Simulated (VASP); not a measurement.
# C (I4_122) in VASP: notebook

C is run at these levels: PBE; tasks: single point, relaxation of cell and atoms.

All numbers are computed with VASP 6.6.1; they aren't measurements. Logs are shortened: lines on timing, memory, paths and dates and some standing lists are left out, and cuts for length are marked.

## 1. The cell of the first run

Symmetry: I4_122, No. 98, tetragonal system. Conventional cell: a = 5.046 Å, b = 5.046 Å, c = 2.871 Å, α = 90.00°, β = 90.00°, γ = 90.00°. Within 2.3 Å of C (site symmetry 222) lie 8 C at 1.70 to 2.22 Å. Within 1.9 Å of C (site symmetry 2) lie 4 C at 1.46 to 1.70 Å.

## 2. Single point, PBE

Contents of INCAR:

```
SYSTEM = C
  ALGO = Normal
  EDIFF = 1E-7
  ENCUT = 520
  GGA = PE
  ISIF = 2
  ISMEAR = 0
  LASPH = .True.
  LCHARG = .False.
  LREAL = .False.
  LWAVE = .False.
  NBANDS = 21
  NELM = 100
  PREC = Accurate
  SIGMA = 0.1
```

Contents of KPOINTS:

```
k-points
0
Gamma
  8 8 8
  0 0 0
```

Contents of POSCAR:

```
C
1.0
   -2.5230164029      2.5230164029      1.4353986109
    2.5230164029     -2.5230164029      1.4353986109
    2.5230164029      2.5230164029     -1.4353986109
C
6
Direct
    0.5000000000      0.5000000000      0.0000000000
    0.2500000000      0.7500000000      0.5000000000
    0.8033141287      0.6250000000      0.6783141287
    0.9466858713      0.1250000000      0.3216858713
    0.3750000000      0.1966858713      0.3216858713
    0.8750000000      0.0533141287      0.6783141287
```

Potentials or basis: VASP PAW PBE potentials, release 64 (C).

Run with:

```console
$ cat potpaw_PBE.64/C/POTCAR > POTCAR
$ mpirun -np 1 vasp_std > vasp.out
```

OUTCAR:

```text
SYSTEM = C
   EDIFF = 1E-7
   ENCUT = 520
   GGA = PE
   ISIF = 2
   ISMEAR = 0
   LASPH = .True.
   LREAL = .False.
   NELM = 100
   PREC = Accurate

 ion  position               nearest neighbor table
   1  0.500  0.500  0.000-   4 1.70   6 1.70   5 1.70   3 1.70
   2  0.250  0.750  0.500-   6 1.70   4 1.70   5 1.70   3 1.70
   3  0.803  0.625  0.678-   5 1.46   6 1.46   1 1.70   2 1.70
   4  0.947  0.125  0.322-   5 1.46   6 1.46   2 1.70   1 1.70
   5  0.375  0.197  0.322-   3 1.46   4 1.46   1 1.70   2 1.70
   6  0.875  0.053  0.678-   3 1.46   4 1.46   2 1.70   1 1.70

  LATTYP: Found a body centered tetragonal cell.
 ALAT       =     5.0460328058
 C/A-ratio  =     0.5689216326

  Lattice vectors:

 A1 = (  -2.5230164029,   2.5230164029,   1.4353986109)
 A2 = (   2.5230164029,  -2.5230164029,   1.4353986109)
 A3 = (   2.5230164029,   2.5230164029,  -1.4353986109)

Analysis of symmetry for initial positions (statically):
=====================================================================
 Subroutine PRICEL returns:
 Original cell was already a primitive cell.

 Routine SETGRP: Setting up the symmetry group for a
 body centered tetragonal supercell.

 Subroutine GETGRP returns: Found  8 space group operations
 (whereof  4 operations were pure point group operations)
 out of a pool of 16 trial point group operations.

The static configuration has the point symmetry D_2 .
 The point group associated with its full space group is D_4 .

Analysis of symmetry for dynamics (positions and initial velocities):
=====================================================================
 Subroutine PRICEL returns:
 Original cell was already a primitive cell.

 Routine SETGRP: Setting up the symmetry group for a
 body centered tetragonal supercell.

 Subroutine GETGRP returns: Found  8 space group operations
 (whereof  4 operations were pure point group operations)
 out of a pool of 16 trial point group operations.

The dynamic configuration has the point symmetry D_2 .
 The point group associated with its full space group is D_4 .

 Subroutine INISYM returns: Found  8 space group operations
 (whereof  4 operations are pure point group operations),
 and found     1 'primitive' translations

----------------------------------------------------------------------------------------

                                     Primitive cell

  volume of cell :      36.5488

  direct lattice vectors                    reciprocal lattice vectors
    -2.523016403  2.523016403  1.435398611     0.000000000  0.198175485  0.348335296
     2.523016403 -2.523016403  1.435398611     0.198175485  0.000000000  0.348335296
     2.523016403  2.523016403 -1.435398611     0.198175485  0.198175485  0.000000000

  length of vectors
     3.845983972  3.845983972  3.845983972     0.400763024  0.400763024  0.280262459

  position of ions in fractional coordinates (direct lattice)
     0.500000000  0.500000000  0.000000000
     0.250000000  0.750000000  0.500000000
     0.803314129  0.625000000  0.678314129
     0.946685871  0.125000000  0.321685871
     0.375000000  0.196685871  0.321685871
     0.875000000  0.053314129  0.678314129

  ion indices of the primitive-cell ions
   primitive index   ion index
                 1           1
                 2           2
                 3           3
                 4           4
                 5           5
                 6           6

----------------------------------------------------------------------------------------

 KPOINTS: k-points

Automatic generation of k-mesh.
 Grid dimensions read from file:
 generate k-points for:    8    8    8

 Generating k-lattice:

  Cartesian coordinates                     Fractional coordinates (reciprocal lattice)
     0.000000000  0.024771936  0.043541912     0.125000000  0.000000000  0.000000000
     0.024771936  0.000000000  0.043541912     0.000000000  0.125000000  0.000000000
     0.024771936  0.024771936  0.000000000     0.000000000  0.000000000  0.125000000

  Length of vectors
     0.050095378  0.050095378  0.035032807

  Shift w.r.t. Gamma in fractional coordinates (k-lattice)
     0.000000000  0.000000000  0.000000000

 Subroutine IBZKPT returns following result:
 ===========================================

 Found     59 irreducible k-points:

 Following reciprocal coordinates:
            Coordinates               Weight
  0.000000  0.000000  0.000000      1.000000
  0.125000  0.000000  0.000000      8.000000
  0.250000  0.000000  0.000000      8.000000
  0.375000 -0.000000  0.000000      8.000000
  0.500000  0.000000  0.000000      4.000000
  0.125000  0.125000  0.000000      8.000000
[... 16 lines left out ...]
  0.250000  0.125000  0.125000     16.000000
  0.375000  0.125000  0.125000      8.000000
 [... further k-points ...]
   k-points           NKPTS =     59   k-points in BZ     NKDIM =     59   number of bands    NBANDS=     21
   number of dos      NEDOS =    301   number of ions     NIONS =      6
   total plane-waves  NPLWV =  27000
   dimension x,y,z NGX =    30 NGY =   30 NGZ =   30
   dimension x,y,z NGXF=    60 NGYF=   60 NGZF=   60
   ions per type =               6
   NGX,Y,Z   is equivalent  to a cutoff of  12.97, 12.97, 12.97 a.u.
   NGXF,Y,Z  is equivalent  to a cutoff of  25.94, 25.94, 25.94 a.u.
 SYSTEM =  C
   PREC   = accura    normal or accurate (medium, high low for compatibility)
   ISTART =      0    job   : 0-new  1-cont  2-samecut
   ICHARG =      2    charge: 1-file 2-atom 10-const
   ISPIN  =      1    spin polarized calculation?
   LNONCOLLINEAR =      F non collinear calculations
   LSORBIT =      F    spin-orbit coupling
   LASPH  =      T    aspherical Exc in radial PAW
   ENCUT  =  520.0 eV  38.22 Ry    6.18 a.u.   7.15  7.15  7.15*2*pi/ulx,y,z
   NELM   =    100;   NELMIN=  2; NELMDL= -5     # of ELM steps
   EDIFF  = 0.1E-06   stopping-criterion for ELM
   LREAL  =      F    real-space projection
   EDIFFG = 0.1E-05   stopping-criterion for IOM
   NSW    =      0    number of steps for IOM
   IBRION =     -1    ionic relax: 0-MD 1-quasi-New 2-CG
   NFREE  =      0    steps in history (QN), initial steepest desc. (CG)
   ISIF   =      2    stress and relaxation
   ISYM   =      2    0-nonsym 1-usesym 2-fastsym
   POTIM  = 0.5000    time-step for ionic-motion
   TEBEG  =    0.0;   TEEND  =   0.0 temperature during run
   PSTRESS=    0.0 pullay stress
   NELECT =      24.0000    total number of electrons
   NUPDOWN=      -1.0000    fix difference up-down
   EMIN   =  10.00;   EMAX   =-10.00  energy-range for DOS
   EFERMI =   0.00;   METHOD = LEGACY
   ISMEAR =     0;   SIGMA  =   0.10  broadening in eV -4-tet -1-fermi 0-gaus
   EFERMI_NEDOS =   21; number of points for ismear=-14 and -15
   IALGO  =     38    algorithm
   IMIX   =      4    mixing-type and parameters
     AMIX     =   0.40;   BMIX     =  1.00
     AMIX_MAG =   1.60;   BMIX_MAG =  1.00
  volume/ion in A,a.u.               =       6.09        41.11
  Fermi-wavevector in a.u.,A,eV,Ry     =   1.422944  2.688974 27.548648  2.024769
  Thomas-Fermi vector in A             =   2.543594
   LORBIT       =      0    0 simple, 1 ext, 2 COOP (PROOUT), +10 PAW based schemes
   GGA     = PE    functional components
   LHFCALC =     F    Hartree Fock is set to
   AEXX    =    0.0000 exact exchange contribution
   IVDW    =     0    specifies the selected vdW correction
   LEPSILON=     F    determine dielectric tensor
   LRPA    =     F    only Hartree local field effects (RPA)
 non-spin polarized calculation
 Gauss-broadening in eV      SIGMA  =   0.10
  energy-cutoff  :      520.00
  volume of cell :       36.55
 maximum number of plane-waves:      1010
 NGX is ok and might be reduce to    30
   NGX = 15   NGY = 15   NGZ = 15

 number of electron      24.0000000 magnetization

 Free energy of the ion-electron system (eV)
  ---------------------------------------------------
  ext. energy  EPLUGINS =         0.00000000
  ---------------------------------------------------
  free energy    TOTEN  =       -45.64443783 eV

  energy without entropy =      -45.64443783  energy(sigma->0) =      -45.64443783

 E-fermi :   9.2064     XC(G=0): -12.9785

 val. band max:        8.7244586416   @ k =  -0.2500  -0.2500   0.2500
 cond. band min:      10.1374492313   @ k =   0.0000   0.0000   0.0000
 fundamental gap:      1.4129905897
 Fermi energy:         9.2064483492

 k-point     1 :       0.0000    0.0000    0.0000
  band No.  band energies     occupation
      1     -12.8681      2.00000
      2      -4.3590      2.00000
      3      -3.3447      2.00000
      4      -3.3447      2.00000
      5      -1.2272      2.00000
      6       2.9935      2.00000
[... 13 lines left out ...]
     20      18.4586      0.00000
     21      21.6520      0.00000

 k-point     2 :       0.1250    0.0000    0.0000
  band No.  band energies     occupation
      1     -12.5835      2.00000
      2      -4.6993      2.00000
      3      -3.5793      2.00000
      4      -2.5659      2.00000
      5      -0.7036      2.00000
      6       0.5905      2.00000
[... 13 lines left out ...]
     20      20.1624      0.00000
     21      21.2151      0.00000

 k-point     3 :       0.2500    0.0000    0.0000
  band No.  band energies     occupation
      1     -11.7353      2.00000
      2      -4.9109      2.00000
      3      -3.9014      2.00000
      4      -2.8366      2.00000
      5      -0.7796      2.00000
      6      -0.1807      2.00000
[... 13 lines left out ...]
     20      20.3213      0.00000
     21      20.7956      0.00000
[... 457 lines left out ...]
 k-point    23 :       0.2500    0.1250    0.1250
  band No.  band energies     occupation
      1     -10.1742      2.00000
      2      -6.3007      2.00000
      3      -5.2620      2.00000
      4      -2.7785      2.00000
      5      -1.7900      2.00000
      6      -0.2932      2.00000
[... 13 lines left out ...]
     20      20.1592      0.00000
     21      21.4412      0.00000

 k-point    24 :       0.3750    0.1250    0.1250
  band No.  band energies     occupation
      1      -8.4933      2.00000
      2      -8.1913      2.00000
      3      -4.6070      2.00000
      4      -4.2014      2.00000
      5      -1.5421      2.00000
      6      -0.5914      2.00000
[... 13 lines left out ...]
     20      19.5193      0.00000
     21      21.4870      0.00000

 [... further k-points ...]
[... 5 lines left out ...]
  --------------------------------------------------------------------------------------
  -------------------------------------------------------------------------------------
  Total        0.1519796      0.1519796      0.1380706      0.0000000      0.0000000      0.0000000
  in kB        6.6622861      6.6622861      6.0525599      0.0000000      0.0000000      0.0000000
  external PRESSURE =       6.4590441 kB  Pullay stress =       0.0000000 kB

 VOLUME and BASIS-vectors are now :
 -----------------------------------------------------------------------------
  energy-cutoff  :      520.00
  volume of cell :       36.55
      direct lattice vectors                 reciprocal lattice vectors
    -2.523016403  2.523016403  1.435398611     0.000000000  0.198175485  0.348335296
     2.523016403 -2.523016403  1.435398611     0.198175485  0.000000000  0.348335296
     2.523016403  2.523016403 -1.435398611     0.198175485  0.198175485  0.000000000

 POSITION                                       TOTAL-FORCE (eV/Angst)
 -----------------------------------------------------------------------------------
      0.00000      0.00000      1.43540         0.000000     -0.000000      0.000000
      2.52302     -0.00000      0.71770         0.000000     -0.000000      0.000000
      1.26151      2.16129      1.07655         0.000000      0.072271      0.000000
     -1.26151      2.88475      1.07655         0.000000     -0.072271     -0.000000
      0.36173      1.26151      0.35885        -0.072271     -0.000000     -0.000000
     -0.36173      3.78452      0.35885         0.072271     -0.000000      0.000000
 -----------------------------------------------------------------------------------
    total drift:                               -0.000000      0.000000     -0.000000

  FREE ENERGIE OF THE ION-ELECTRON SYSTEM (eV)
  ---------------------------------------------------
  free  energy   TOTEN  =       -45.6444378257 eV

  energy  without entropy=      -45.6444378257  energy(sigma->0) =      -45.64443783
```

Wall time 60 s (1 thread of Intel Xeon Platinum 8488C (Sapphire Rapids), shared host); peak memory 0.16 GiB.

What came out:

| Item | Value |
| --- | --- |
| Free energy | -45.6444 eV |
| Pressure | 0.6 GPa |
| Largest force | 0.072 eV/Å |
| Band gap on the k mesh | 1.41 eV, indirect (least direct gap 2.73 eV) |

Forces on the atoms (eV/Å):
```
C    0.000  0.000  0.000
C    0.000  0.000  0.000
C    0.000  0.072  0.000
C    0.000 -0.072  0.000
C   -0.072  0.000  0.000
C    0.072  0.000  0.000
```

## 3. Relaxation of cell and atoms, PBE

This run uses another cell than the first one, of 4.74 Å³/atom, 0.778 times its volume.

Contents of INCAR:

```
PREC = Accurate
ENCUT = 600
EDIFF = 1E-6
ISMEAR = 0
SIGMA = 0.1
LREAL = False
LASPH = True
NELM = 100
ALGO = Normal
ISIF = 3
LWAVE = False
LCHARG = False
GGA = PE
IBRION = 2
NSW = 90
EDIFFG = -0.04
```

Contents of KPOINTS:

```
Automatic mesh
0
Gamma
  8 8 8
```

Contents of POSCAR:

```
C
1.0
   -2.2818877500      2.2818877500      1.3645730200
    2.2818877500     -2.2818877500      1.3645730200
    2.2818877500      2.2818877500     -1.3645730200
C
6
Direct
    0.5000000000      0.5000000000      0.0000000000
    0.2500000000      0.7500000000      0.5000000000
    0.8251750700      0.6250000000      0.7001750700
    0.9248249300      0.1250000000      0.2998249300
    0.3750000000      0.1748249300      0.2998249300
    0.8750000000      0.0751750700      0.7001750700
```

Potentials or basis: VASP PAW PBE potentials, release 64 (C).

Run with:

```console
$ cat potpaw_PBE.64/C/POTCAR > POTCAR
$ mpirun -np 1 vasp_std > vasp.out
```

Run time: 2.3 min. Hardware: 1 thread of Intel Xeon Platinum 8488C (Sapphire Rapids), shared host; peak memory 0.15 GiB.

The run converged. Its results:

```
Free energy                            : -45.6348 eV
Relaxed volume                         : 6.10 Å³/atom
Relaxed cell                           : a = 3.849 Å, b = 3.849 Å, c = 3.849 Å, α = 97.99°, β = 97.99°, γ = 136.21°
Space group after relaxing (to 0.05 Å) : I4_122 (No. 98)
Energy gained by relaxing              : 467.5 meV/atom
Ionic steps                            : 7
Pressure after relaxing                : -0.3 GPa
Band gap on the k mesh                 : 1.41 eV, indirect (least direct gap 2.71 eV)
```

Stress tensor (GPa, compression positive):
```
-0.61  0.00  0.00
 0.00 -0.61  0.00
 0.00  0.00  0.44
```

Step by step:
```tsv
step	energy change (eV)	largest force (eV/Å)	pressure (GPa)	volume (Å³)
1	0.0000	2.2540	106.85	28.42
2	-1.7760	1.8315	-42.36	43.42
3	-2.6892	1.7070	-9.44	36.77
4	-2.6900	1.7066	-7.98	36.58
5	-2.4329	3.6293	21.14	36.15
6	-2.8040	0.0002	1.32	36.42
7	-2.8049	0.0001	-0.26	36.62
```

Final structure:
```cif
data_structure
_symmetry_space_group_name_H-M 'P 1'
_symmetry_Int_Tables_number 1
_cell_length_a 3.8494
_cell_length_b 3.8494
_cell_length_c 3.8494
_cell_angle_alpha 97.992
_cell_angle_beta 97.992
_cell_angle_gamma 136.214
_cell_volume 36.62
loop_
_atom_site_label
_atom_site_type_symbol
_atom_site_fract_x
_atom_site_fract_y
_atom_site_fract_z
_atom_site_occupancy
C1 C 0.50000 0.50000 0.00000 1
C2 C 0.25000 0.75000 0.50000 1
C3 C 0.80344 0.62500 0.67844 1
C4 C 0.94656 0.12500 0.32156 1
C5 C 0.37500 0.19656 0.32156 1
C6 C 0.87500 0.05344 0.67844 1
```

Levels at points of the mesh, in eV from the valence-band top:
```csv
k point,band 10,band 11,band 12,band 13,band 14,band 15
"(0.00, 0.00, 0.00)",-4.06,-3.31,-3.31,1.41,2.65,5.41
"(0.50, 0.00, 0.00)",-4.00,-3.59,-2.12,3.28,3.92,5.54
"(0.50, 0.50, 0.00)",-4.42,-3.04,-0.91,3.52,4.83,4.84
"(0.50, 0.50, 0.50)",-1.94,-1.77,-1.77,3.89,3.89,4.37
```

Caveat: the volume moved by over 15 % at a fixed basis, so the end points are rough.
